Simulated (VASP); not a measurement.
Set up this calculation in VASP 6.6.1, as the native input.

```
Task                   : single point
Functional             : PBE
Potentials or basis    : VASP PAW PBE potentials, release 64 (Ga_d, Mo_sv)
Cutoff                 : 520 eV
k mesh                 : 4 × 4 × 4
Occupations            : gaussian, width 0.1 eV
Spin                   : no spin polarisation
Dipole correction      : no
Further INCAR settings : ALGO = Normal; EDIFF = 1e-07; NBANDS = 34
```

The structure of Ga3Mo lies in POSCAR:

```
Ga3Mo
1.0
    3.9696923168      0.0000000000      0.0000000000
    0.0000000000      3.9696923168      0.0000000000
    0.0000000000      0.0000000000      3.9696923168
Ga Mo
3 1
Direct
    0.0000000000      0.5000000000      0.5000000000
    0.5000000000      0.0000000000      0.5000000000
    0.5000000000      0.5000000000      0.0000000000
    0.0000000000      0.0000000000      0.0000000000
```

These files were run (other wordings do the same):

INCAR

```
  PREC = Accurate
  ENCUT = 520
  EDIFF = 1E-7
  ISMEAR = 0
  SIGMA = 0.1
  LREAL = F
  LASPH = T
  NELM = 60
  ALGO = Normal
  ISIF = 2
  LWAVE = F
  LCHARG = T
  GGA = PE
  LELF = T
  LVHAR = T
  NBANDS = 34
```

KPOINTS

```
regular mesh
0
Gamma
  4 4 4
```

Potentials or basis: VASP PAW PBE potentials, release 64 (Ga_d, Mo_sv).

Run with:

```sh
$ cat potpaw_PBE.64/Ga_d/POTCAR potpaw_PBE.64/Mo_sv/POTCAR > POTCAR
$ mpirun -np 1 vasp_std > vasp.out
```

It gave:

```yaml
Pressure: 0.3 GPa
```

Caveat: the k points lie up to 0.40 Å⁻¹ apart.

Wall time 19 s on 1 thread of Intel(R) Xeon(R) Platinum 8488C (Sapphire Rapids), with other jobs on the host, peak memory 0.17 GiB.
